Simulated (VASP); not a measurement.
Wanted: the native input for a VASP 6.6.1 run.

| Quantity | Value |
| --- | --- |
| Task | single point |
| Functional | r2SCAN |
| Potentials or basis | VASP PAW PBE potentials, release 64 (Mg, Cd, Te) |
| Cutoff | 520 eV |
| k mesh | 6 × 6 × 2 |
| Occupations | gaussian, width 0.02 eV |
| Spin | no spin polarisation |
| Dipole correction | no |
| Further INCAR settings | ALGO = Normal; EDIFF = 1e-07; NBANDS = 41 |

Crystal: MgCd3Te4.

```
CELL_PARAMETERS angstrom
4.66058 0.00000 0.00000
-2.33029 4.03618 0.00000
0.00000 0.00000 15.23766
ATOMIC_POSITIONS crystal
Mg 0.33333 0.66667 0.49728
Cd 0.33333 0.66667 0.99894
Cd 0.66667 0.33333 0.25137
Cd 0.66667 0.33333 0.74716
Te 0.33333 0.66667 0.18732
Te 0.33333 0.66667 0.68291
Te 0.66667 0.33333 0.43967
Te 0.66667 0.33333 0.93537
```

The input as run:

POSCAR

```
MgCd3Te4
1.0
    4.6605771203      0.0000000289      0.0000000000
   -2.3302885851      4.0361781680      0.0000000000
    0.0000000000      0.0000000000     15.2376581000
Mg Cd Te
1 3 4
Direct
    0.3333333333      0.6666666667      0.4972790000
    0.3333333333      0.6666666667      0.9989420000
    0.6666666667      0.3333333333      0.2513670000
    0.6666666667      0.3333333333      0.7471570000
    0.3333333333      0.6666666667      0.1873180000
    0.3333333333      0.6666666667      0.6829070000
    0.6666666667      0.3333333333      0.4396660000
    0.6666666667      0.3333333333      0.9353650000
```

INCAR.step1

```
PREC = Accurate
ENCUT = 520
ISMEAR = 0
SIGMA = 0.02
LREAL = F
LASPH = T
NELM = 60
NBANDS = 41
GGA = PE
ALGO = Normal
EDIFF = 1E-4
LWAVE = T
LCHARG = F
```

INCAR.step2

```
PREC = Accurate
ENCUT = 520
EDIFF = 1E-7
ISMEAR = 0
SIGMA = 0.02
LREAL = F
LASPH = T
NELM = 60
ALGO = Normal
ISIF = 2
LWAVE = F
LCHARG = T
METAGGA = R2SCAN
LMIXTAU = T
LELF = T
LVHAR = T
NBANDS = 41
ISTART = 1
```

KPOINTS

```
regular mesh
0
Gamma
  6 6 2
```

Potentials or basis: VASP PAW PBE potentials, release 64 (Mg, Cd, Te).

Command:

```console
$ cat potpaw_PBE.64/Mg/POTCAR potpaw_PBE.64/Cd/POTCAR potpaw_PBE.64/Te/POTCAR > POTCAR
$ cp INCAR.step1 INCAR
$ mpirun -np 1 vasp_std > vasp.out
$ cp INCAR.step2 INCAR
$ mpirun -np 1 vasp_std > vasp.out
```

Results of the run:

* Pressure: -0.9 GPa
* Largest force: 0.011 eV/Å
* Band gap on the k mesh: 1.41 eV

Caveat: the PAW data sets were made with another functional, which shifts forces and pressure a little; spin-orbit coupling is left out, which moves the levels of the heavy elements.

Run time: 9.5 min on 1 thread of Intel(R) Xeon(R) Platinum 8488C (Sapphire Rapids), on a shared host, peak memory 0.5 GiB.
